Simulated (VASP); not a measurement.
# AlN (P1) in VASP: single point with PBE

Aim: the single point of AlN with PBE.

Program: VASP 6.6.1. These are calculated values, not measurements. Logs are shortened: lines on timing, memory, paths and dates and some standing lists are left out, and cuts for length are marked.

### 1 The cell of the first run

The typed cell holds 8 atoms: a = 4.368 Å, b = 4.368 Å, c = 4.368 Å, α = 90.00°, β = 90.00°, γ = 90.00°.

### 2 Single point, PBE (atoms moved at random)

Input file INCAR:

```
SYSTEM = AlN
PREC = Accurate
ENCUT = 520
EDIFF = 1E-7
ISMEAR = 0
SIGMA = 0.05
LREAL = .FALSE.
LASPH = .TRUE.
NELM = 60
ALGO = Normal
ISIF = 2
LWAVE = .FALSE.
LCHARG = .FALSE.
GGA = PE
NBANDS = 26
```

Input file KPOINTS:

```
Automatic mesh
0
G
  6 6 6
  0 0 0
```

Input file POSCAR:

```
AlN
1.0
    4.3679871192      0.0000000000      0.0000000000
    0.0000000000     -4.3679871192      0.0000000000
    0.0000000000      0.0000000000     -4.3679871192
Al N
4 4
Direct
    0.0015173386      0.4853591589      0.4852187059
    0.4905107619      0.0150630742      0.5005822066
    0.5057812798      0.4915155733     -0.0068423574
    0.0030464684      0.0010998814      0.0001936979
    0.7348622086      0.7551521926      0.7587472363
    0.2561810148      0.2374198011      0.7465331279
    0.2608574415      0.7650125782      0.2728887769
    0.7472434864      0.2493777403      0.2426786059
```

Potentials or basis: VASP PAW PBE potentials, release 64 (Al, N).

Run with:

```console
$ cat potpaw_PBE.64/Al/POTCAR potpaw_PBE.64/N/POTCAR > POTCAR
$ mpirun -np 1 vasp_std > vasp.out
```

OUTCAR:

```text
SYSTEM = AlN
   PREC = Accurate
   ENCUT = 520
   EDIFF = 1E-7
   ISMEAR = 0
   LREAL = .FALSE.
   LASPH = .TRUE.
   NELM = 60
   ISIF = 2
   GGA = PE

 ion  position               nearest neighbor table
   1  0.002  0.485  0.485-   8 1.85   7 1.91   6 1.93   5 2.04   2 2.96   4 2.99   2 3.03   3 3.05
                             3 3.08   4 3.09   4 3.09   3 3.10   3 3.13   2 3.15   4 3.18   2 3.22
   2  0.491  0.015  0.501-   6 1.77   7 1.79   8 1.89   5 1.92   1 2.96   3 2.99   1 3.03   3 3.04
                             4 3.05   4 3.05   4 3.13   4 3.13   3 3.14   1 3.15   3 3.19   1 3.22
   3  0.506  0.492  0.993-   5 1.84   8 1.85   6 1.89   7 2.02   2 2.99   2 3.04   4 3.05   1 3.05
                             4 3.07   1 3.08   1 3.10   4 3.11   1 3.13   4 3.13   2 3.14   2 3.19
   4  0.003  0.001  0.000-   6 1.88   8 1.88   5 1.91   7 1.94   1 2.99   2 3.05   3 3.05   2 3.05
                             3 3.07   1 3.09   1 3.09   3 3.11   3 3.13   2 3.13   2 3.13   1 3.18
   5  0.735  0.755  0.759-   3 1.84   4 1.91   2 1.92   1 2.04
   6  0.256  0.237  0.747-   2 1.77   4 1.88   3 1.89   1 1.93
   7  0.261  0.765  0.273-   2 1.79   1 1.91   4 1.94   3 2.02
   8  0.747  0.249  0.243-   1 1.85   3 1.85   4 1.88   2 1.89

  LATTYP: Found a simple cubic cell.
 ALAT       =     4.3679871192

  Lattice vectors:

 A1 = (   4.3679871192,   0.0000000000,   0.0000000000)
 A2 = (   0.0000000000,  -4.3679871192,   0.0000000000)
 A3 = (   0.0000000000,   0.0000000000,  -4.3679871192)

Analysis of symmetry for initial positions (statically):
=====================================================================
 Subroutine PRICEL returns:
 Original cell was already a primitive cell.

 Routine SETGRP: Setting up the symmetry group for a
 simple cubic supercell.

 Subroutine GETGRP returns: Found  1 space group operations
 (whereof  1 operations were pure point group operations)
 out of a pool of 48 trial point group operations.

The static configuration has the point symmetry C_1 .

Analysis of symmetry for dynamics (positions and initial velocities):
=====================================================================
 Subroutine PRICEL returns:
 Original cell was already a primitive cell.

 Routine SETGRP: Setting up the symmetry group for a
 simple cubic supercell.

 Subroutine GETGRP returns: Found  1 space group operations
 (whereof  1 operations were pure point group operations)
 out of a pool of 48 trial point group operations.

The dynamic configuration has the point symmetry C_1 .

 Subroutine INISYM returns: Found  1 space group operations
 (whereof  1 operations are pure point group operations),
 and found     1 'primitive' translations

----------------------------------------------------------------------------------------

                                     Primitive cell

  volume of cell :      83.3382

  direct lattice vectors                    reciprocal lattice vectors
     4.367987119  0.000000000  0.000000000     0.228938404  0.000000000  0.000000000
     0.000000000 -4.367987119  0.000000000     0.000000000 -0.228938404  0.000000000
     0.000000000  0.000000000 -4.367987119     0.000000000  0.000000000 -0.228938404

  length of vectors
     4.367987119  4.367987119  4.367987119     0.228938404  0.228938404  0.228938404

  position of ions in fractional coordinates (direct lattice)
     0.001517339  0.485359159  0.485218706
     0.490510762  0.015063074  0.500582207
     0.505781280  0.491515573  0.993157643
     0.003046468  0.001099881  0.000193698
     0.734862209  0.755152193  0.758747236
     0.256181015  0.237419801  0.746533128
     0.260857442  0.765012578  0.272888777
     0.747243486  0.249377740  0.242678606

  ion indices of the primitive-cell ions
   primitive index   ion index
                 1           1
                 2           2
                 3           3
                 4           4
                 5           5
                 6           6
                 7           7
                 8           8

----------------------------------------------------------------------------------------

 KPOINTS: Automatic mesh

Automatic generation of k-mesh.
 Grid dimensions read from file:
 generate k-points for:    6    6    6

 Generating k-lattice:

  Cartesian coordinates                     Fractional coordinates (reciprocal lattice)
     0.038156401  0.000000000  0.000000000     0.166666667  0.000000000  0.000000000
     0.000000000 -0.038156401  0.000000000     0.000000000  0.166666667  0.000000000
     0.000000000  0.000000000 -0.038156401     0.000000000  0.000000000  0.166666667

  Length of vectors
     0.038156401  0.038156401  0.038156401

  Shift w.r.t. Gamma in fractional coordinates (k-lattice)
     0.000000000  0.000000000  0.000000000

 Subroutine IBZKPT returns following result:
 ===========================================

 Found    112 irreducible k-points:

 Following reciprocal coordinates:
            Coordinates               Weight
  0.000000  0.000000  0.000000      1.000000
  0.166667  0.000000  0.000000      2.000000
  0.000000  0.166667  0.000000      2.000000
  0.000000  0.000000  0.166667      2.000000
  0.333333  0.000000  0.000000      2.000000
  0.000000  0.333333  0.000000      2.000000
[... 16 lines left out ...]
  0.000000 -0.333333  0.166667      2.000000
 -0.166667  0.000000  0.333333      2.000000
 [... further k-points ...]
   k-points           NKPTS =    112   k-points in BZ     NKDIM =    112   number of bands    NBANDS=     26
   number of dos      NEDOS =    301   number of ions     NIONS =      8
   total plane-waves  NPLWV =  32768
   dimension x,y,z NGX =    32 NGY =   32 NGZ =   32
   dimension x,y,z NGXF=    64 NGYF=   64 NGZF=   64
   ions per type =               4   4
   NGX,Y,Z   is equivalent  to a cutoff of  12.18, 12.18, 12.18 a.u.
   NGXF,Y,Z  is equivalent  to a cutoff of  24.36, 24.36, 24.36 a.u.
 SYSTEM =  AlN
   PREC   = accura    normal or accurate (medium, high low for compatibility)
   ISTART =      0    job   : 0-new  1-cont  2-samecut
   ICHARG =      2    charge: 1-file 2-atom 10-const
   ISPIN  =      1    spin polarized calculation?
   LNONCOLLINEAR =      F non collinear calculations
   LSORBIT =      F    spin-orbit coupling
   LASPH  =      T    aspherical Exc in radial PAW
   ENCUT  =  520.0 eV  38.22 Ry    6.18 a.u.   8.12  8.12  8.12*2*pi/ulx,y,z
   NELM   =     60;   NELMIN=  2; NELMDL= -5     # of ELM steps
   EDIFF  = 0.1E-06   stopping-criterion for ELM
   LREAL  =      F    real-space projection
   EDIFFG = 0.1E-05   stopping-criterion for IOM
   NSW    =      0    number of steps for IOM
   IBRION =     -1    ionic relax: 0-MD 1-quasi-New 2-CG
   NFREE  =      0    steps in history (QN), initial steepest desc. (CG)
   ISIF   =      2    stress and relaxation
   ISYM   =      2    0-nonsym 1-usesym 2-fastsym
   POTIM  = 0.5000    time-step for ionic-motion
   TEBEG  =    0.0;   TEEND  =   0.0 temperature during run
   PSTRESS=    0.0 pullay stress
   NELECT =      32.0000    total number of electrons
   NUPDOWN=      -1.0000    fix difference up-down
   EMIN   =  10.00;   EMAX   =-10.00  energy-range for DOS
   EFERMI =   0.00;   METHOD = LEGACY
   ISMEAR =     0;   SIGMA  =   0.05  broadening in eV -4-tet -1-fermi 0-gaus
   EFERMI_NEDOS =   21; number of points for ismear=-14 and -15
   IALGO  =     38    algorithm
   IMIX   =      4    mixing-type and parameters
     AMIX     =   0.40;   BMIX     =  1.00
     AMIX_MAG =   1.60;   BMIX_MAG =  1.00
  volume/ion in A,a.u.               =      10.42        70.30
  Fermi-wavevector in a.u.,A,eV,Ry     =   1.189899  2.248583 19.263943  1.415860
  Thomas-Fermi vector in A             =   2.325996
   LORBIT       =      0    0 simple, 1 ext, 2 COOP (PROOUT), +10 PAW based schemes
   GGA     = PE    functional components
   LHFCALC =     F    Hartree Fock is set to
   AEXX    =    0.0000 exact exchange contribution
   IVDW    =     0    specifies the selected vdW correction
   LEPSILON=     F    determine dielectric tensor
   LRPA    =     F    only Hartree local field effects (RPA)
 non-spin polarized calculation
 Gauss-broadening in eV      SIGMA  =   0.05
  energy-cutoff  :      520.00
  volume of cell :       83.34
 maximum number of plane-waves:      2272
   NGX = 17   NGY = 17   NGZ = 17

 number of electron      32.0000001 magnetization

 Free energy of the ion-electron system (eV)
  ---------------------------------------------------
  ext. energy  EPLUGINS =         0.00000000
  ---------------------------------------------------
  free energy    TOTEN  =       -58.78638268 eV

  energy without entropy =      -58.78638268  energy(sigma->0) =      -58.78638268

 E-fermi :   6.4521     XC(G=0): -10.9327

 val. band max:        6.1766973682   @ k =   0.0000   0.0000   0.0000
 cond. band min:       8.8116620369   @ k =   0.0000   0.0000   0.0000
 fundamental gap:      2.6349646687
 Fermi energy:         6.4520650545

 k-point     1 :       0.0000    0.0000    0.0000
  band No.  band energies     occupation
      1      -9.0680      2.00000
      2      -6.6565      2.00000
      3      -6.3231      2.00000
      4      -6.0007      2.00000
      5       0.9748      2.00000
      6       1.0487      2.00000
[... 18 lines left out ...]
     25      18.4038      0.00000
     26      18.4758      0.00000

 k-point     2 :       0.1667    0.0000    0.0000
  band No.  band energies     occupation
      1      -8.9344      2.00000
      2      -6.8028      2.00000
      3      -6.3182      2.00000
      4      -6.0797      2.00000
      5       1.1022      2.00000
      6       1.2326      2.00000
[... 18 lines left out ...]
     25      18.5315      0.00000
     26      18.6656      0.00000

 k-point     3 :       0.0000    0.1667    0.0000
  band No.  band energies     occupation
      1      -8.9381      2.00000
      2      -6.6530      2.00000
      3      -6.5489      2.00000
      4      -5.9957      2.00000
      5       1.1194      2.00000
      6       1.2101      2.00000
[... 572 lines left out ...]
 k-point    23 :       0.0000   -0.3333    0.1667
  band No.  band energies     occupation
      1      -8.4578      2.00000
      2      -7.0591      2.00000
      3      -6.7344      2.00000
      4      -6.0728      2.00000
      5       1.4545      2.00000
      6       1.7064      2.00000
[... 18 lines left out ...]
     25      17.4993      0.00000
     26      17.7346      0.00000

 k-point    24 :      -0.1667    0.0000    0.3333
  band No.  band energies     occupation
      1      -8.4306      2.00000
      2      -7.2568      2.00000
      3      -6.4053      2.00000
      4      -6.2318      2.00000
      5       1.4486      2.00000
      6       1.7466      2.00000
[... 18 lines left out ...]
     25      17.5905      0.00000
     26      17.7867      0.00000

 [... further k-points ...]
[... 5 lines left out ...]
  --------------------------------------------------------------------------------------
  -------------------------------------------------------------------------------------
  Total        3.5051524      3.3206290      3.5374261     -0.9506648      0.9457037     -0.0687691
  in kB       67.3865837     63.8391193     68.0070455    -18.2765389     18.1811617     -1.3220874
  external PRESSURE =      66.4109162 kB  Pullay stress =       0.0000000 kB

 VOLUME and BASIS-vectors are now :
 -----------------------------------------------------------------------------
  energy-cutoff  :      520.00
  volume of cell :       83.34
      direct lattice vectors                 reciprocal lattice vectors
     4.367987119  0.000000000  0.000000000     0.228938404  0.000000000  0.000000000
     0.000000000 -4.367987119  0.000000000     0.000000000 -0.228938404  0.000000000
     0.000000000  0.000000000 -4.367987119     0.000000000  0.000000000 -0.228938404

 POSITION                                       TOTAL-FORCE (eV/Angst)
 -----------------------------------------------------------------------------------
      0.00663     -2.12004     -2.11943        -0.093385     -1.685688     -1.318057
      2.14254     -0.06580     -2.18654         2.029130      1.373716     -0.111554
      2.20925     -2.14693     -4.33810        -0.785912     -1.190991     -0.498808
      0.01331     -0.00480     -0.00085        -0.190493      1.024838     -0.044645
      3.20987     -3.29850     -3.31420         1.435411      0.288860      0.924202
      1.11900     -1.03705     -3.26085        -1.349618     -1.745933     -0.843695
      1.13942     -3.34157     -1.19197        -1.372668      1.841528      2.149088
      3.26395     -1.08928     -1.06002         0.327534      0.093668     -0.256530
 -----------------------------------------------------------------------------------
    total drift:                                0.000196      0.000256     -0.000196

  FREE ENERGIE OF THE ION-ELECTRON SYSTEM (eV)
  ---------------------------------------------------
  free  energy   TOTEN  =       -58.7863826782 eV

  energy  without entropy=      -58.7863826782  energy(sigma->0) =      -58.78638268
```

Wall time 2.2 min (1 thread of Intel Xeon Platinum 8259CL at 2.50GHz (Skylake/Cascade Lake), shared host); peak memory 0.29 GiB.

Results:

| Item | Value |
| --- | --- |
| Free energy | -58.7864 eV |
| Pressure | 6.6 GPa |
| Largest force | 3.145 eV/Å |
| Band gap on the k mesh | 2.63 eV |

Forces on the atoms (eV/Å):
```
Al  -0.093 -1.686 -1.318
Al   2.029  1.374 -0.112
Al  -0.786 -1.191 -0.499
Al  -0.190  1.025 -0.045
N    1.435  0.289  0.924
N   -1.350 -1.746 -0.844
N   -1.373  1.842  2.149
N    0.328  0.094 -0.257
```

Stress tensor (GPa, compression positive):
```
 6.74 -1.83 -0.13
-1.83  6.38  1.82
-0.13  1.82  6.80
```

Caveat: the cell differs from its parent crystal (atoms moved at random); forces of over 1 eV/Å act on the atoms, so gaps and moduli don't describe the material at rest.
